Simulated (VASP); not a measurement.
Write the native input for VASP 6.6.1 that does the following.

| Item | Value |
| --- | --- |
| Task | single point |
| Functional | PBE |
| Potentials or basis | VASP PAW PBE potentials, release 64 (Co, O) |
| Cutoff | 520 eV |
| k mesh | 12 × 12 × 12 |
| Occupations | gaussian, width 0.02 eV |
| Spin | collinear spin, ferromagnetic start |
| Starting moments | [2.88, 0.24] μB |
| Hubbard terms | Co d U = 3.32 eV |
| Dipole correction | no |
| Further INCAR settings | ALGO = Normal; EDIFF = 1e-07; NBANDS = 18 |

The structure of CoO lies in POSCAR:

```
CoO
1.0
    1.5265992070      0.8813824631      2.4568262696
   -1.5265992070      0.8813824631      2.4568262696
    0.0000000000     -1.7627649263      2.4568262696
Co O
1 1
Direct
    0.0000000000      0.0000000000      0.0000000000
    0.5000000000      0.5000000000      0.5000000000
```

This cell differs from its parent crystal: volume scaled by 0.98, then relaxed in part.

These files were run (other wordings do the same):

INCAR

```
PREC = Accurate
ENCUT = 520
EDIFF = 1E-7
ISMEAR = 0
SIGMA = 0.02
LREAL = F
LASPH = T
NELM = 150
ALGO = Normal
ISIF = 2
LWAVE = F
LCHARG = T
ISPIN = 2
MAGMOM = 2.88 0.24
LORBIT = 11
LMAXMIX = 4
LDAU = T
LDAUTYPE = 2
LDAUL = 2 -1
LDAUU = 3.32 0
LDAUJ = 0 0
LDAUPRINT = 1
GGA = PE
LELF = T
LVHAR = T
NBANDS = 18
```

KPOINTS

```
Automatic mesh
0
Gamma
  12 12 12
```

Potentials or basis: VASP PAW PBE potentials, release 64 (Co, O).

The run is started by

```console
$ cat potpaw_PBE.64/Co/POTCAR potpaw_PBE.64/O/POTCAR > POTCAR
$ mpirun -np 1 vasp_std > vasp.out
```

It gave:

```json
{"Pressure": "-4.3 GPa", "Band gap on the k mesh": "zero (filled and empty bands overlap)", "Net moment": "3.00 μB per cell", "Site moments": "Co +2.73; O +0.25 μB", "Valence electrons inside the program's atomic spheres": "Co 7.76; O 4.99"}
```

Caveat: a cell with one magnetic atom can't hold antiferromagnetic order, which such compounds often take.

It took 94 s on 1 thread of Intel(R) Xeon(R) Platinum 8488C (Sapphire Rapids) (shared host), peak memory 0.23 GiB.
